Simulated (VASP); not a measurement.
# KCl (Cm) in VASP: single point with PBEsol

Aim: the single point of KCl with PBEsol.

Everything below comes from runs of VASP 6.6.1. Logs are shortened: lines on timing, memory, paths and dates and some standing lists are left out, and cuts for length are marked.

### 1 The cell of the first run

It takes space group Cm (No. 8, monoclinic). The conventional cell has a = 5.429 Å, b = 5.429 Å, c = 3.839 Å, α = 90.00°, β = 90.00°, γ = 90.00°. K (site symmetry m) has 8 Cl at 3.13 to 3.52 Å and 6 K at 3.84 Å within 4.1 Å. Cl (site symmetry m) has 8 K at 3.13 to 3.52 Å and 6 Cl at 3.84 Å within 4.1 Å.

### 2 Single point, PBEsol (atom 2 (Cl) moved by (-0.100, -0.200) A along [1 1 0] and z)

Input file INCAR:

```
SYSTEM = KCl
ALGO = Normal
EDIFF = 1E-6
ENCUT = 520
GGA = PS
ISIF = 2
ISMEAR = 0
LASPH = .TRUE.
LCHARG = .FALSE.
LREAL = .FALSE.
LWAVE = .FALSE.
NBANDS = 15
NELM = 80
PREC = Accurate
SIGMA = 0.05
```

Input file KPOINTS:

```
k-points
0
G
  6 6 6
  0 0 0
```

Input file POSCAR:

```
KCl
1.0
    3.8391960000      0.0000000000      0.0000000000
    0.0000000000      3.8391960000      0.0000000000
    0.0000000000      0.0000000000      3.8391960000
K Cl
1 1
Direct
    0.0000000000      0.0000000000      0.0000000000
    0.4815819046      0.4815819046      0.4479057594
```

Potentials or basis: VASP PAW PBE potentials, release 64 (K_sv, Cl).

The run is started by

```sh
$ cat potpaw_PBE.64/K_sv/POTCAR potpaw_PBE.64/Cl/POTCAR > POTCAR
$ mpirun -np 1 vasp_std > vasp.out
```

OUTCAR:

```text
SYSTEM = KCl
   EDIFF = 1E-6
   ENCUT = 520
   GGA = PS
   ISIF = 2
   ISMEAR = 0
   LASPH = .TRUE.
   LREAL = .FALSE.
   NELM = 80
   PREC = Accurate

 ion  position               nearest neighbor table
   1  0.000  0.000  0.000-   2 3.13   2 3.22   2 3.22
   2  0.482  0.482  0.448-   1 3.13   1 3.22   1 3.22

  LATTYP: Found a simple cubic cell.
 ALAT       =     3.8391960000

  Lattice vectors:

 A1 = (   3.8391960000,   0.0000000000,   0.0000000000)
 A2 = (   0.0000000000,   3.8391960000,   0.0000000000)
 A3 = (   0.0000000000,   0.0000000000,   3.8391960000)

Analysis of symmetry for initial positions (statically):
=====================================================================
 Subroutine PRICEL returns:
 Original cell was already a primitive cell.

 Routine SETGRP: Setting up the symmetry group for a
 simple cubic supercell.

 Subroutine GETGRP returns: Found  2 space group operations
 (whereof  2 operations were pure point group operations)
 out of a pool of 48 trial point group operations.

The static configuration has the point symmetry C_1h.

Analysis of symmetry for dynamics (positions and initial velocities):
=====================================================================
 Subroutine PRICEL returns:
 Original cell was already a primitive cell.

 Routine SETGRP: Setting up the symmetry group for a
 simple cubic supercell.

 Subroutine GETGRP returns: Found  2 space group operations
 (whereof  2 operations were pure point group operations)
 out of a pool of 48 trial point group operations.

The dynamic configuration has the point symmetry C_1h.

 Subroutine INISYM returns: Found  2 space group operations
 (whereof  2 operations are pure point group operations),
 and found     1 'primitive' translations

----------------------------------------------------------------------------------------

                                     Primitive cell

  volume of cell :      56.5875

  direct lattice vectors                    reciprocal lattice vectors
     3.839196000  0.000000000  0.000000000     0.260471203  0.000000000  0.000000000
     0.000000000  3.839196000  0.000000000     0.000000000  0.260471203  0.000000000
     0.000000000  0.000000000  3.839196000     0.000000000  0.000000000  0.260471203

  length of vectors
     3.839196000  3.839196000  3.839196000     0.260471203  0.260471203  0.260471203

  position of ions in fractional coordinates (direct lattice)
     0.000000000  0.000000000  0.000000000
     0.481581905  0.481581905  0.447905759

  ion indices of the primitive-cell ions
   primitive index   ion index
                 1           1
                 2           2

----------------------------------------------------------------------------------------

 KPOINTS: k-points

Automatic generation of k-mesh.
 Grid dimensions read from file:
 generate k-points for:    6    6    6

 Generating k-lattice:

  Cartesian coordinates                     Fractional coordinates (reciprocal lattice)
     0.043411867  0.000000000  0.000000000     0.166666667  0.000000000  0.000000000
     0.000000000  0.043411867  0.000000000     0.000000000  0.166666667  0.000000000
     0.000000000  0.000000000  0.043411867     0.000000000  0.000000000  0.166666667

  Length of vectors
     0.043411867  0.043411867  0.043411867

  Shift w.r.t. Gamma in fractional coordinates (k-lattice)
     0.000000000  0.000000000  0.000000000

 Subroutine IBZKPT returns following result:
 ===========================================

 Found     68 irreducible k-points:

 Following reciprocal coordinates:
            Coordinates               Weight
  0.000000  0.000000  0.000000      1.000000
  0.166667  0.000000  0.000000      4.000000
  0.000000  0.000000  0.166667      2.000000
  0.333333  0.000000  0.000000      4.000000
  0.000000  0.000000  0.333333      2.000000
  0.500000  0.000000  0.000000      2.000000
[... 16 lines left out ...]
 -0.333333  0.333333  0.000000      2.000000
 -0.333333  0.000000  0.333333      4.000000
 [... further k-points ...]
   k-points           NKPTS =     68   k-points in BZ     NKDIM =     68   number of bands    NBANDS=     15
   number of dos      NEDOS =    301   number of ions     NIONS =      2
   total plane-waves  NPLWV =  27000
   dimension x,y,z NGX =    30 NGY =   30 NGZ =   30
   dimension x,y,z NGXF=    60 NGYF=   60 NGZF=   60
   ions per type =               1   1
   NGX,Y,Z   is equivalent  to a cutoff of  12.99, 12.99, 12.99 a.u.
   NGXF,Y,Z  is equivalent  to a cutoff of  25.98, 25.98, 25.98 a.u.
 SYSTEM =  KCl
   PREC   = accura    normal or accurate (medium, high low for compatibility)
   ISTART =      0    job   : 0-new  1-cont  2-samecut
   ICHARG =      2    charge: 1-file 2-atom 10-const
   ISPIN  =      1    spin polarized calculation?
   LNONCOLLINEAR =      F non collinear calculations
   LSORBIT =      F    spin-orbit coupling
   LASPH  =      T    aspherical Exc in radial PAW
   ENCUT  =  520.0 eV  38.22 Ry    6.18 a.u.   7.14  7.14  7.14*2*pi/ulx,y,z
   NELM   =     80;   NELMIN=  2; NELMDL= -5     # of ELM steps
   EDIFF  = 0.1E-05   stopping-criterion for ELM
   LREAL  =      F    real-space projection
   EDIFFG = 0.1E-04   stopping-criterion for IOM
   NSW    =      0    number of steps for IOM
   IBRION =     -1    ionic relax: 0-MD 1-quasi-New 2-CG
   NFREE  =      0    steps in history (QN), initial steepest desc. (CG)
   ISIF   =      2    stress and relaxation
   ISYM   =      2    0-nonsym 1-usesym 2-fastsym
   POTIM  = 0.5000    time-step for ionic-motion
   TEBEG  =    0.0;   TEEND  =   0.0 temperature during run
   PSTRESS=    0.0 pullay stress
   NELECT =      16.0000    total number of electrons
   NUPDOWN=      -1.0000    fix difference up-down
   EMIN   =  10.00;   EMAX   =-10.00  energy-range for DOS
   EFERMI =   0.00;   METHOD = LEGACY
   ISMEAR =     0;   SIGMA  =   0.05  broadening in eV -4-tet -1-fermi 0-gaus
   EFERMI_NEDOS =   21; number of points for ismear=-14 and -15
   IALGO  =     38    algorithm
   IMIX   =      4    mixing-type and parameters
     AMIX     =   0.40;   BMIX     =  1.00
     AMIX_MAG =   1.60;   BMIX_MAG =  1.00
  volume/ion in A,a.u.               =      28.29       190.94
  Fermi-wavevector in a.u.,A,eV,Ry     =   1.074504  2.030517 15.708715  1.154558
  Thomas-Fermi vector in A             =   2.210334
   LORBIT       =      0    0 simple, 1 ext, 2 COOP (PROOUT), +10 PAW based schemes
   GGA     = PS    functional components
   LHFCALC =     F    Hartree Fock is set to
   AEXX    =    0.0000 exact exchange contribution
   IVDW    =     0    specifies the selected vdW correction
   LEPSILON=     F    determine dielectric tensor
   LRPA    =     F    only Hartree local field effects (RPA)
 non-spin polarized calculation
 Gauss-broadening in eV      SIGMA  =   0.05
  energy-cutoff  :      520.00
  volume of cell :       56.59
 maximum number of plane-waves:      1568
 NGX is ok and might be reduce to    30
   NGX = 15   NGY = 15   NGZ = 15

 number of electron      16.0000006 magnetization

 Free energy of the ion-electron system (eV)
  ---------------------------------------------------
  ext. energy  EPLUGINS =         0.00000000
  ---------------------------------------------------
  free energy    TOTEN  =        -6.88304114 eV

  energy without entropy =       -6.88304114  energy(sigma->0) =       -6.88304114

 E-fermi :  -0.6910     XC(G=0):  -8.2553

 val. band max:       -0.9187661828   @ k =   0.5000   0.5000   0.0000
 cond. band min:       3.7164117744   @ k =   0.0000   0.0000   0.0000
 fundamental gap:      4.6351779572
 Fermi energy:        -0.6910421461

 k-point     1 :       0.0000    0.0000    0.0000
  band No.  band energies     occupation
      1     -28.7734      2.00000
      2     -13.4757      2.00000
      3     -12.2252      2.00000
      4     -12.2249      2.00000
      5     -12.2133      2.00000
      6      -1.1352      2.00000
      7      -1.1280      2.00000
      8      -1.1218      2.00000
      9       3.7164      0.00000
     10       5.5471      0.00000
     11       5.6419      0.00000
     12       9.7033      0.00000
     13       9.7771      0.00000
     14       9.7803      0.00000
     15      12.2952      0.00000

 k-point     2 :       0.1667    0.0000    0.0000
  band No.  band energies     occupation
      1     -28.7684      2.00000
      2     -13.5153      2.00000
      3     -12.2336      2.00000
      4     -12.2171      2.00000
      5     -12.1675      2.00000
      6      -1.6145      2.00000
      7      -1.1303      2.00000
      8      -1.1242      2.00000
      9       4.3316      0.00000
     10       5.8214      0.00000
     11       6.0978      0.00000
     12       9.5899      0.00000
     13       9.6507      0.00000
     14       9.9120      0.00000
     15      11.4292      0.00000

 k-point     3 :       0.0000    0.0000    0.1667
  band No.  band energies     occupation
      1     -28.7685      2.00000
      2     -13.5119      2.00000
      3     -12.2227      2.00000
      4     -12.2171      2.00000
      5     -12.1824      2.00000
      6      -1.6162      2.00000
      7      -1.1274      2.00000
      8      -1.1253      2.00000
      9       4.3325      0.00000
     10       5.7657      0.00000
     11       6.1730      0.00000
     12       9.6393      0.00000
     13       9.6505      0.00000
     14       9.8424      0.00000
     15      11.6684      0.00000

 k-point     4 :       0.3333    0.0000    0.0000
  band No.  band energies     occupation
      1     -28.7585      2.00000
      2     -13.5978      2.00000
      3     -12.2129      2.00000
      4     -12.2011      2.00000
      5     -12.1050      2.00000
      6      -2.3830      2.00000
      7      -1.1359      2.00000
      8      -1.1158      2.00000
      9       5.6028      0.00000
     10       6.3852      0.00000
     11       7.0570      0.00000
     12       9.2621      0.00000
     13       9.5283      0.00000
     14      10.1607      0.00000
     15      10.2321      0.00000
[... 307 lines left out ...]
 k-point    22 :       0.0000    0.3333    0.3333
  band No.  band energies     occupation
      1     -28.7445      2.00000
      2     -13.4249      2.00000
      3     -12.3992      2.00000
      4     -12.2000      2.00000
      5     -12.1806      2.00000
      6      -2.1339      2.00000
      7      -1.9267      2.00000
      8      -1.0225      2.00000
      9       5.7544      0.00000
     10       6.4718      0.00000
     11       8.3096      0.00000
     12       8.5217      0.00000
     13       8.8176      0.00000
     14       8.9556      0.00000
     15      11.3172      0.00000

 k-point    23 :      -0.3333    0.3333    0.0000
  band No.  band energies     occupation
      1     -28.7444      2.00000
      2     -13.4142      2.00000
      3     -12.3992      2.00000
      4     -12.2143      2.00000
      5     -12.1823      2.00000
      6      -2.1369      2.00000
      7      -1.9267      2.00000
      8      -1.0056      2.00000
      9       5.7242      0.00000
     10       6.4728      0.00000
     11       8.2259      0.00000
     12       8.6071      0.00000
     13       8.9502      0.00000
     14       9.1009      0.00000
     15      11.0091      0.00000

 k-point    24 :      -0.3333    0.0000    0.3333
  band No.  band energies     occupation
      1     -28.7445      2.00000
      2     -13.4230      2.00000
      3     -12.4008      2.00000
      4     -12.2010      2.00000
      5     -12.1806      2.00000
      6      -2.1331      2.00000
      7      -1.9237      2.00000
      8      -1.0216      2.00000
      9       5.7466      0.00000
     10       6.4491      0.00000
     11       8.2796      0.00000
     12       8.4658      0.00000
     13       8.9447      0.00000
     14       8.9922      0.00000
     15      11.1582      0.00000

 [... further k-points ...]

------------------------ aborting loop because EDIFF is reached ----------------------------------------

  FORCE on cell =-STRESS in cart. coord.  units (eV):
  Direction    XX          YY          ZZ          XY          YZ          ZX
  --------------------------------------------------------------------------------------
  -------------------------------------------------------------------------------------
  Total       -0.3959657     -0.3959657     -0.4019035      0.0227799      0.0575317      0.0575317
  in kB      -11.2110749    -11.2110749    -11.3791938      0.6449724      1.6289091      1.6289092
  external PRESSURE =     -11.2671145 kB  Pullay stress =       0.0000000 kB

 VOLUME and BASIS-vectors are now :
 -----------------------------------------------------------------------------
  energy-cutoff  :      520.00
  volume of cell :       56.59
      direct lattice vectors                 reciprocal lattice vectors
     3.839196000  0.000000000  0.000000000     0.260471203  0.000000000  0.000000000
     0.000000000  3.839196000  0.000000000     0.000000000  0.260471203  0.000000000
     0.000000000  0.000000000  3.839196000     0.000000000  0.000000000  0.260471203

 POSITION                                       TOTAL-FORCE (eV/Angst)
 -----------------------------------------------------------------------------------
      0.00000      0.00000      0.00000        -0.045127     -0.045127     -0.108159
      1.84889      1.84889      1.71960         0.045127      0.045127      0.108159
 -----------------------------------------------------------------------------------
    total drift:                                0.000134      0.000134      0.000146

  FREE ENERGIE OF THE ION-ELECTRON SYSTEM (eV)
  ---------------------------------------------------
  free  energy   TOTEN  =        -6.8830411425 eV

  energy  without entropy=       -6.8830411425  energy(sigma->0) =       -6.88304114
```

Run time: 23 s. Hardware: 1 thread of Intel Xeon 6975P-C (Granite Rapids), shared host; peak memory 0.2 GiB.

Results:

- Free energy: -6.8830 eV
- Pressure: -1.1 GPa
- Largest force: 0.126 eV/Å
- Band gap on the k mesh: 4.64 eV (least direct gap 4.84 eV)

Forces on the atoms (eV/Å):
```
K   -0.045 -0.045 -0.108
Cl   0.045  0.045  0.108
```

Stress tensor (GPa, compression positive):
```
-1.12  0.06  0.16
 0.06 -1.12  0.16
 0.16  0.16 -1.14
```

Caveat: the cell differs from its parent crystal (atom 2 (Cl) moved by (-0.100, -0.200) A along [1 1 0] and z); the PAW data sets were made with another functional, which shifts forces and pressure a little. A k mesh can miss the band edges.
